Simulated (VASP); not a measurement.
Write the native input for VASP 6.6.1 that does the following.

* Task: single point
* Functional: PBE
* Potentials or basis: VASP PAW PBE potentials, release 64 (Hf_pv, O)
* Cutoff: 520 eV
* k mesh: 8 × 8 × 8
* Occupations: gaussian, width 0.05 eV
* Spin: no spin polarisation
* Dipole correction: no
* Further INCAR settings: ALGO = Normal; EDIFF = 1e-06; NBANDS = 18

The structure of HfO2 lies in POSCAR:

```
HfO2
1.0
    0.0000000000      2.6762460493      2.5488057612
    2.6762460493      0.0000000000      2.5488057612
    2.6762460493      2.6762460493      0.0000000000
Hf O
1 2
Direct
    0.0000000000      0.0000000000      0.0000000000
    0.2500000000      0.2500000000      0.2500000000
    0.7500000000      0.7500000000      0.7500000000
```

This cell differs from its parent crystal: strain +0.050 along x and y, +0.000 along z.

The input as run:

INCAR

```
PREC = Accurate
ENCUT = 520
EDIFF = 1E-6
ISMEAR = 0
SIGMA = 0.05
LREAL = False
LASPH = True
NELM = 60
ALGO = Normal
ISIF = 2
LWAVE = False
LCHARG = False
GGA = PE
NBANDS = 18
```

KPOINTS

```
Automatic mesh
0
Gamma
  8 8 8
```

Potentials or basis: VASP PAW PBE potentials, release 64 (Hf_pv, O).

The run is started by

```sh
$ cat potpaw_PBE.64/Hf_pv/POTCAR potpaw_PBE.64/O/POTCAR > POTCAR
$ mpirun -np 1 vasp_std > vasp.out
```

It gave:

```yaml
Pressure: -22.2 GPa
Band_gap_on_the_k_mesh: 3.03 eV, indirect (least direct gap 3.11 eV)
```

Caveat: the cell differs from its parent crystal (strain +0.050 along x and y, +0.000 along z); spin-orbit coupling is left out, which moves the levels of the heavy elements.

It took 35 s on 1 thread of Intel(R) Xeon(R) Platinum 8488C (Sapphire Rapids), with other jobs on the host, peak memory 0.18 GiB.
